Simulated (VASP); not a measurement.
Wanted: the native input for a VASP 6.6.1 run.

| Property | Result |
| --- | --- |
| Task | relaxation of the atoms |
| Functional | PBE |
| Potentials or basis | VASP PAW PBE potentials, release 64 (Si, Ni) |
| Cutoff | 520 eV |
| k mesh | 8 × 8 × 8 |
| Occupations | gaussian, width 0.1 eV |
| Spin | no spin polarisation |
| Dipole correction | no |
| Further INCAR settings | ALGO = Normal; EDIFF = 1e-07; IBRION = 2; EDIFFG = -0.01; NSW = 50 |

The structure of SiNi lies in POSCAR:

```
SiNi
1.0
    4.4729590169      0.0000000000      0.0000000000
    0.0000000000      4.4729590169      0.0000000000
    0.0000000000      0.0000000000      4.4729590169
Si Ni
4 4
Direct
    0.6535143069      0.1535143069      0.3464856931
    0.1535143069      0.3464856931      0.6535143069
    0.3464856931      0.6535143069      0.1535143069
    0.8464856931      0.8464856931      0.8464856931
    0.3510316317      0.8510316317      0.6489683683
    0.8510316317      0.6489683683      0.3510316317
    0.6489683683      0.3510316317      0.8510316317
    0.1489683683      0.1489683683      0.1489683683
```

These files were run (other wordings do the same):

INCAR

```
PREC = Accurate
ENCUT = 520
EDIFF = 1E-7
ISMEAR = 0
SIGMA = 0.1
LREAL = F
LASPH = T
NELM = 120
ALGO = Normal
ISIF = 2
LWAVE = F
LCHARG = F
GGA = PE
IBRION = 2
NSW = 50
EDIFFG = -0.01
GGA_COMPAT = F
NELMIN = 4
```

KPOINTS

```
regular mesh
0
Gamma
  8 8 8
```

Potentials or basis: VASP PAW PBE potentials, release 64 (Si, Ni).

Command:

```sh
$ cat potpaw_PBE.64/Si/POTCAR potpaw_PBE.64/Ni/POTCAR > POTCAR
$ mpirun -np 1 vasp_std > vasp.out
```

It gave:

The energy gained by relaxing is 0.0 meV/atom and the ionic steps are 2. The pressure after relaxing is 6.0 GPa, the largest force after relaxing is 0.009 eV/Å and the band gap on the k mesh is zero (bands 28 and 29 overlap by 1.21 eV).

It took 6.7 min on 1 thread of Oxide Virtual Turin-like Processor, with other jobs on the host, peak memory 0.23 GiB.
